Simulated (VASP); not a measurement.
# SnSe (P4/nmm) in VASP: notebook

SnSe is run at these levels: PBE+D3(BJ); tasks: single point, relaxation of cell and atoms.

Program: VASP 6.6.1. These are calculated values, not measurements. Logs are shortened: lines on timing, memory, paths and dates and some standing lists are left out, and cuts for length are marked.

## Step 1: The cell of the first run

The typed cell holds 4 atoms: a = 4.213 Å, b = 4.213 Å, c = 5.986 Å, α = 90.00°, β = 90.00°, γ = 90.00°.

## Step 2: Single point, PBE+D3(BJ)

INCAR reads:

```
SYSTEM = SnSe
ALGO = Normal
EDIFF = 1E-7
ENCUT = 520
GGA = PE
ISIF = 2
ISMEAR = 0
IVDW = 12
LASPH = .TRUE.
LCHARG = .FALSE.
LREAL = .FALSE.
LWAVE = .FALSE.
NBANDS = 28
NELM = 100
PREC = Accurate
SIGMA = 0.02
```

KPOINTS reads:

```
k-points
0
G
  6 6 4
  0 0 0
```

POSCAR reads:

```
SnSe
1.0
    4.2130146606      0.0000000000      0.0000000000
    0.0000000000      4.2130146606      0.0000000000
    0.0000000000      0.0000000000      5.9864990844
Sn Se
2 2
Direct
    0.5000000000      0.0000000000      0.2501496698
    0.0000000000      0.5000000000      0.7498503302
    0.5000000000      0.0000000000      0.7499237844
    0.0000000000      0.5000000000      0.2500762156
```

Potentials or basis: VASP PAW PBE potentials, release 64 (Sn_d, Se).

The run is started by

```sh
> cat potpaw_PBE.64/Sn_d/POTCAR potpaw_PBE.64/Se/POTCAR > POTCAR
> mpirun -np 1 vasp_std > vasp.out
```

OUTCAR:

```text
SYSTEM = SnSe
   EDIFF = 1E-7
   ENCUT = 520
   GGA = PE
   ISIF = 2
   ISMEAR = 0
   IVDW = 12
   LASPH = .TRUE.
   LREAL = .FALSE.
   NELM = 100
   PREC = Accurate
 IVDW          = 12

 ion  position               nearest neighbor table
   1  0.500  0.000  0.250-   4 2.98   4 2.98   4 2.98   4 2.98   3 2.99   3 2.99
   2  0.000  0.500  0.750-   3 2.98   3 2.98   3 2.98   3 2.98   4 2.99   4 2.99
   3  0.500  0.000  0.750-   2 2.98   2 2.98   2 2.98   2 2.98   1 2.99   1 2.99
   4  0.000  0.500  0.250-   1 2.98   1 2.98   1 2.98   1 2.98   2 2.99   2 2.99

  LATTYP: Found a simple tetragonal cell.
 ALAT       =     4.2130146606
 C/A-ratio  =     1.4209537746

  Lattice vectors:

 A1 = (   4.2130146606,   0.0000000000,   0.0000000000)
 A2 = (   0.0000000000,   4.2130146606,   0.0000000000)
 A3 = (   0.0000000000,   0.0000000000,   5.9864990844)

Analysis of symmetry for initial positions (statically):
=====================================================================
 Subroutine PRICEL returns:
 Original cell was already a primitive cell.

 Routine SETGRP: Setting up the symmetry group for a
 simple tetragonal supercell.

 Subroutine GETGRP returns: Found 16 space group operations
 (whereof  8 operations were pure point group operations)
 out of a pool of 16 trial point group operations.

The static configuration has the point symmetry D_2d.
 The point group associated with its full space group is D_4h.

Analysis of symmetry for dynamics (positions and initial velocities):
=====================================================================
 Subroutine PRICEL returns:
 Original cell was already a primitive cell.

 Routine SETGRP: Setting up the symmetry group for a
 simple tetragonal supercell.

 Subroutine GETGRP returns: Found 16 space group operations
 (whereof  8 operations were pure point group operations)
 out of a pool of 16 trial point group operations.

The dynamic configuration has the point symmetry D_2d.
 The point group associated with its full space group is D_4h.

 Subroutine INISYM returns: Found 16 space group operations
 (whereof  8 operations are pure point group operations),
 and found     1 'primitive' translations

----------------------------------------------------------------------------------------

                                     Primitive cell

  volume of cell :     106.2573

  direct lattice vectors                    reciprocal lattice vectors
     4.213014661  0.000000000  0.000000000     0.237359725  0.000000000  0.000000000
     0.000000000  4.213014661  0.000000000     0.000000000  0.237359725  0.000000000
     0.000000000  0.000000000  5.986499084     0.000000000  0.000000000  0.167042538

  length of vectors
     4.213014661  4.213014661  5.986499084     0.237359725  0.237359725  0.167042538

  position of ions in fractional coordinates (direct lattice)
     0.500000000  0.000000000  0.250149670
     0.000000000  0.500000000  0.749850330
     0.500000000  0.000000000  0.749923784
     0.000000000  0.500000000  0.250076216

  ion indices of the primitive-cell ions
   primitive index   ion index
                 1           1
                 2           2
                 3           3
                 4           4

----------------------------------------------------------------------------------------

 KPOINTS: k-points

Automatic generation of k-mesh.
 Grid dimensions read from file:
 generate k-points for:    6    6    4

 Generating k-lattice:

  Cartesian coordinates                     Fractional coordinates (reciprocal lattice)
     0.039559954  0.000000000  0.000000000     0.166666667  0.000000000  0.000000000
     0.000000000  0.039559954  0.000000000     0.000000000  0.166666667  0.000000000
     0.000000000  0.000000000  0.041760634     0.000000000  0.000000000  0.250000000

  Length of vectors
     0.039559954  0.039559954  0.041760634

  Shift w.r.t. Gamma in fractional coordinates (k-lattice)
     0.000000000  0.000000000  0.000000000

 Subroutine IBZKPT returns following result:
 ===========================================

 Found     30 irreducible k-points:

 Following reciprocal coordinates:
            Coordinates               Weight
  0.000000  0.000000  0.000000      1.000000
  0.166667  0.000000  0.000000      4.000000
  0.333333  0.000000  0.000000      4.000000
  0.500000  0.000000  0.000000      2.000000
  0.166667  0.166667  0.000000      4.000000
  0.333333  0.166667  0.000000      8.000000
[... 16 lines left out ...]
  0.333333  0.000000  0.500000      4.000000
  0.500000  0.000000  0.500000      2.000000
 [... further k-points ...]
   k-points           NKPTS =     30   k-points in BZ     NKDIM =     30   number of bands    NBANDS=     28
   number of dos      NEDOS =    301   number of ions     NIONS =      4
   total plane-waves  NPLWV =  49152
   dimension x,y,z NGX =    32 NGY =   32 NGZ =   48
   dimension x,y,z NGXF=    64 NGYF=   64 NGZF=   96
   ions per type =               2   2
   NGX,Y,Z   is equivalent  to a cutoff of  12.63, 12.63, 13.33 a.u.
   NGXF,Y,Z  is equivalent  to a cutoff of  25.25, 25.25, 26.66 a.u.
 SYSTEM =  SnSe
   PREC   = accura    normal or accurate (medium, high low for compatibility)
   ISTART =      0    job   : 0-new  1-cont  2-samecut
   ICHARG =      2    charge: 1-file 2-atom 10-const
   ISPIN  =      1    spin polarized calculation?
   LNONCOLLINEAR =      F non collinear calculations
   LSORBIT =      F    spin-orbit coupling
   LASPH  =      T    aspherical Exc in radial PAW
   ENCUT  =  520.0 eV  38.22 Ry    6.18 a.u.   7.83  7.83 11.13*2*pi/ulx,y,z
   NELM   =    100;   NELMIN=  2; NELMDL= -5     # of ELM steps
   EDIFF  = 0.1E-06   stopping-criterion for ELM
   LREAL  =      F    real-space projection
   EDIFFG = 0.1E-05   stopping-criterion for IOM
   NSW    =      0    number of steps for IOM
   IBRION =     -1    ionic relax: 0-MD 1-quasi-New 2-CG
   NFREE  =      0    steps in history (QN), initial steepest desc. (CG)
   ISIF   =      2    stress and relaxation
   ISYM   =      2    0-nonsym 1-usesym 2-fastsym
   POTIM  = 0.5000    time-step for ionic-motion
   TEBEG  =    0.0;   TEEND  =   0.0 temperature during run
   PSTRESS=    0.0 pullay stress
   NELECT =      40.0000    total number of electrons
   NUPDOWN=      -1.0000    fix difference up-down
   EMIN   =  10.00;   EMAX   =-10.00  energy-range for DOS
   EFERMI =   0.00;   METHOD = LEGACY
   ISMEAR =     0;   SIGMA  =   0.02  broadening in eV -4-tet -1-fermi 0-gaus
   EFERMI_NEDOS =   21; number of points for ismear=-14 and -15
   IALGO  =     38    algorithm
   IMIX   =      4    mixing-type and parameters
     AMIX     =   0.40;   BMIX     =  1.00
     AMIX_MAG =   1.60;   BMIX_MAG =  1.00
  volume/ion in A,a.u.               =      26.56       179.26
  Fermi-wavevector in a.u.,A,eV,Ry     =   1.182066  2.233782 19.011162  1.397281
  Thomas-Fermi vector in A             =   2.318328
   LORBIT       =      0    0 simple, 1 ext, 2 COOP (PROOUT), +10 PAW based schemes
   GGA     = PE    functional components
   LHFCALC =     F    Hartree Fock is set to
   AEXX    =    0.0000 exact exchange contribution
   IVDW    =    12    specifies the selected vdW correction
   LEPSILON=     F    determine dielectric tensor
   LRPA    =     F    only Hartree local field effects (RPA)
 non-spin polarized calculation
 Gauss-broadening in eV      SIGMA  =   0.02
  energy-cutoff  :      520.00
  volume of cell :      106.26
 maximum number of plane-waves:      2900
 NGX is ok and might be reduce to    32
   NGX = 15   NGY = 15   NGZ = 23

 number of electron      40.0000000 magnetization

 Free energy of the ion-electron system (eV)
  ---------------------------------------------------
  ext. energy  EPLUGINS =         0.00000000
  ---------------------------------------------------
  free energy    TOTEN  =       -16.40756542 eV

  energy without entropy =      -16.40756542  energy(sigma->0) =      -16.40756542

 E-fermi :   5.9483     XC(G=0):  -9.7220

 val. band max:        5.8576784478   @ k =   0.5000   0.0000   0.5000
 cond. band min:       6.5563006123   @ k =   0.5000   0.0000   0.5000
 fundamental gap:      0.6986221645
 Fermi energy:         5.9482701876

 k-point     1 :       0.0000    0.0000    0.0000
  band No.  band energies     occupation
      1     -15.7532      2.00000
      2     -15.7221      2.00000
      3     -15.7211      2.00000
      4     -15.7202      2.00000
      5     -15.7202      2.00000
      6     -15.7149      2.00000
[... 20 lines left out ...]
     27      11.6915      0.00000
     28      11.7257      0.00000

 k-point     2 :       0.1667    0.0000    0.0000
  band No.  band energies     occupation
      1     -15.7490      2.00000
      2     -15.7214      2.00000
      3     -15.7200      2.00000
      4     -15.7188      2.00000
      5     -15.7187      2.00000
      6     -15.7158      2.00000
[... 20 lines left out ...]
     27      11.6437      0.00000
     28      11.7126      0.00000

 k-point     3 :       0.3333    0.0000    0.0000
  band No.  band energies     occupation
      1     -15.7397      2.00000
      2     -15.7244      2.00000
      3     -15.7188      2.00000
      4     -15.7187      2.00000
      5     -15.7150      2.00000
      6     -15.7147      2.00000
[... 20 lines left out ...]
     27      12.2620      0.00000
     28      12.3101      0.00000

 k-point     4 :       0.5000    0.0000    0.0000
  band No.  band energies     occupation
      1     -15.7307      2.00000
      2     -15.7307      2.00000
      3     -15.7190      2.00000
      4     -15.7190      2.00000
      5     -15.7150      2.00000
      6     -15.7150      2.00000
[... 578 lines left out ...]
     27      10.8889      0.00000
     28      10.8913      0.00000

 k-point    23 :       0.3333    0.0000    0.5000
  band No.  band energies     occupation
      1     -15.7302      2.00000
      2     -15.7302      2.00000
      3     -15.7220      2.00000
      4     -15.7220      2.00000
      5     -15.7156      2.00000
      6     -15.7156      2.00000
[... 20 lines left out ...]
     27      12.7163      0.00000
     28      12.7189      0.00000

 k-point    24 :       0.5000    0.0000    0.5000
  band No.  band energies     occupation
      1     -15.7293      2.00000
      2     -15.7293      2.00000
      3     -15.7247      2.00000
      4     -15.7247      2.00000
      5     -15.7162      2.00000
      6     -15.7162      2.00000
[... 20 lines left out ...]
     27      14.1971      0.00000
     28      14.1971      0.00000

 [... further k-points ...]

------------------------ aborting loop because EDIFF is reached ----------------------------------------

 Edisp (eV)   -1.45188

 E8    (eV) :    -0.6543

  FORCE on cell =-STRESS in cart. coord.  units (eV):
  Direction    XX          YY          ZZ          XY          YZ          ZX
  --------------------------------------------------------------------------------------
  -------------------------------------------------------------------------------------
  Total       0.00053     0.00053    -0.00688     0.00000     0.00000     0.00000
  in kB       0.00806     0.00806    -0.10367     0.00000     0.00000     0.00000
  external pressure =       -0.03 kB  Pullay stress =        0.00 kB

 VOLUME and BASIS-vectors are now :
 -----------------------------------------------------------------------------
  energy-cutoff  :      520.00
  volume of cell :      106.26
      direct lattice vectors                 reciprocal lattice vectors
     4.213014661  0.000000000  0.000000000     0.237359725  0.000000000  0.000000000
     0.000000000  4.213014661  0.000000000     0.000000000  0.237359725  0.000000000
     0.000000000  0.000000000  5.986499084     0.000000000  0.000000000  0.167042538

 POSITION                                       TOTAL-FORCE (eV/Angst)
 -----------------------------------------------------------------------------------
      2.10651      0.00000      1.49752         0.000000      0.000000     -0.001465
      0.00000      2.10651      4.48898        -0.000000      0.000000      0.001465
      2.10651      0.00000      4.48942         0.000000     -0.000000      0.000921
      0.00000      2.10651      1.49708         0.000000      0.000000     -0.000921
 -----------------------------------------------------------------------------------
    total drift:                                0.000000      0.000000      0.000000

  FREE ENERGIE OF THE ION-ELECTRON SYSTEM (eV)
  ---------------------------------------------------
  free  energy   TOTEN  =       -17.8594422536 eV

  energy  without entropy=      -17.8594422536  energy(sigma->0) =      -17.85944225
```

Run time: 96 s. Hardware: 1 thread of AMD EPYC 7R43 (Zen 3), shared host; peak memory 0.22 GiB.

Results:

| Quantity | Value |
| --- | --- |
| Free energy | -17.8594 eV |
| Pressure | 0.0 GPa |
| Band gap on the k mesh | 0.70 eV |
| Dispersion energy per atom | -0.363 eV |

Caveat: spin-orbit coupling is left out, which moves the levels of the heavy elements.

## Step 3: Single point, PBE+D3(BJ)

INCAR reads:

```
SYSTEM = SnSe
  PREC = Accurate
  ENCUT = 520
  EDIFF = 1E-6
  ISMEAR = 0
  SIGMA = 0.02
  LREAL = .FALSE.
  LASPH = .TRUE.
  NELM = 100
  ALGO = Normal
  ISIF = 2
  LWAVE = .FALSE.
  LCHARG = .FALSE.
  GGA = PE
  IVDW = 12
  NBANDS = 28
```

KPOINTS reads:

```
regular mesh
0
G
  6 6 6
  0 0 0
```

POSCAR reads:

```
SnSe
1.0
    4.2220107914      0.0000000000      0.0000000000
    0.0000000000      4.2220107914      0.0000000000
    0.0000000000      0.0000000000      5.9710971959
Sn Se
2 2
Direct
    0.5000000000      0.0000000000      0.2500887142
    0.0000000000      0.5000000000      0.7499112858
    0.5000000000      0.0000000000      0.7499351949
    0.0000000000      0.5000000000      0.2500648051
```

Potentials or basis: VASP PAW PBE potentials, release 64 (Sn_d, Se).

The run is started by

```sh
> cat potpaw_PBE.64/Sn_d/POTCAR potpaw_PBE.64/Se/POTCAR > POTCAR
> mpirun -np 1 vasp_std > vasp.out
```

Run time: 2.2 min. Hardware: 1 thread of AMD EPYC 7R43 (Zen 3), shared host; peak memory 0.23 GiB.

It converged, with:

| Property | Result |
| --- | --- |
| Free energy | -17.8632 eV |
| Pressure | 0.0 GPa |
| Band gap on the k mesh | 0.40 eV |
| Dispersion energy per atom | -0.362 eV |

Levels at points of the mesh, in eV from the valence-band top:
| k point | band 17 | band 18 | band 19 | band 20 | band 21 | band 22 | band 23 | band 24 |
| --- | --- | --- | --- | --- | --- | --- | --- | --- |
| (0.00, 0.00, 0.00) | -3.74 | -2.25 | -2.25 | -2.25 | 2.96 | 4.43 | 4.43 | 4.43 |
| (0.50, 0.00, 0.00) | -2.14 | -2.14 | -0.58 | -0.58 | 1.26 | 1.26 | 1.77 | 1.77 |
| (0.50, 0.50, 0.00) | -3.74 | -3.74 | -3.74 | -3.74 | 2.96 | 2.96 | 5.50 | 5.50 |
| (0.00, 0.00, 0.50) | -3.07 | -3.07 | -1.70 | -1.69 | 2.19 | 2.20 | 3.88 | 3.88 |
| (0.50, 0.00, 0.50) | -2.00 | -2.00 | 0.00 | 0.00 | 0.69 | 0.69 | 1.25 | 1.25 |
| (0.50, 0.50, 0.50) | -4.84 | -4.84 | -0.79 | -0.79 | 1.53 | 1.53 | 4.83 | 4.83 |

Caveat: spin-orbit coupling is left out, which moves the levels of the heavy elements.

## Step 4: Relaxation of cell and atoms, PBE+D3(BJ)

INCAR reads:

```
SYSTEM = SnSe
PREC     = Accurate       ! precision mode
ENCUT    = 600            ! plane-wave cutoff, eV
EDIFF    = 1E-6           ! SCF threshold, eV
ISMEAR   = 0              ! smearing method
SIGMA    = 0.02           ! smearing width, eV
LREAL    = .False.        ! projectors in reciprocal space
LASPH    = .True.         ! aspherical terms in the spheres
NELM     = 100            ! most SCF steps
ALGO     = Normal         ! electronic algorithm
ISIF     = 3              ! what is computed and relaxed
LWAVE    = .False.        ! write WAVECAR
LCHARG   = .False.        ! write CHGCAR
GGA      = PE             ! functional
IVDW     = 12             ! dispersion correction
IBRION   = 2              ! ionic algorithm
NSW      = 100            ! ionic steps
EDIFFG   = -0.005         ! ionic threshold
```

KPOINTS reads:

```
regular mesh
0
Gamma
  6 6 6
  0 0 0
```

POSCAR reads:

```
SnSe
1.0
    4.2130146606      0.0000000000      0.0000000000
    0.0000000000      4.2130146606      0.0000000000
    0.0000000000      0.0000000000      5.9864990844
Sn Se
2 2
Direct
    0.5000000000      0.0000000000      0.2501496698
    0.0000000000      0.5000000000      0.7498503302
    0.5000000000      0.0000000000      0.7499237844
    0.0000000000      0.5000000000      0.2500762156
```

The run is started by

```sh
> cat potpaw_PBE.64/Sn_d/POTCAR potpaw_PBE.64/Se/POTCAR > POTCAR
> mpirun -np 1 vasp_std > vasp.out
```

It took 4.7 min on 1 thread of AMD EPYC 7R43 (Zen 3), shared host; peak memory 0.28 GiB.

Results (log left out):

```yaml
Free_energy: -17.8634 eV
Relaxed_volume: 26.63 Å³/atom
Relaxed_cell: a = 4.223 Å, b = 4.223 Å, c = 5.973 Å, α = 90.00°, β = 90.00°, γ = 90.00°
Space_group_after_relaxing_to_0.05_Å: Fm-3m (No. 225)
Energy_gained_by_relaxing: 0.2 meV/atom
Ionic_steps: 3
Pressure_after_relaxing: 0.0 GPa
Band_gap_on_the_k_mesh: 0.40 eV
Dispersion_energy_per_atom: -0.362 eV
```

Step by step:
| step | energy change (eV) | largest force (eV/Å) | pressure (GPa) | volume (Å³) |
| --- | --- | --- | --- | --- |
| 1 | 0.0000 | 0.0012 | 0.11 | 106.26 |
| 2 | -0.0007 | 0.0011 | -0.02 | 106.54 |
| 3 | -0.0008 | 0.0013 | -0.01 | 106.51 |

Final structure:
```
Sn Se
1.0
     4.22293    0.00000    0.00000
     0.00000    4.22293    0.00000
     0.00000    0.00000    5.97277
Sn Se
2 2
Direct
  0.50000 0.00000 0.25014
  0.00000 0.50000 0.74986
  0.50000 0.00000 0.74993
  0.00000 0.50000 0.25007
```

Levels at points of the mesh, in eV from the valence-band top:
```
           k point  band 18  band 19  band 20  band 21  band 22  band 23
(0.00, 0.00, 0.00)    -2.24    -2.24    -2.24     2.96     4.42     4.43
(0.50, 0.00, 0.00)    -2.13    -0.57    -0.57     1.26     1.26     1.77
(0.50, 0.50, 0.00)    -3.73    -3.73    -3.73     2.96     2.96     5.50
(0.00, 0.00, 0.50)    -3.06    -1.70    -1.69     2.19     2.20     3.88
(0.50, 0.00, 0.50)    -1.99     0.00     0.00     0.69     0.69     1.25
(0.50, 0.50, 0.50)    -4.83    -0.79    -0.79     1.53     1.53     4.83
```

Caveat: spin-orbit coupling is left out, which moves the levels of the heavy elements.

(Continued in part 2 of 2.)
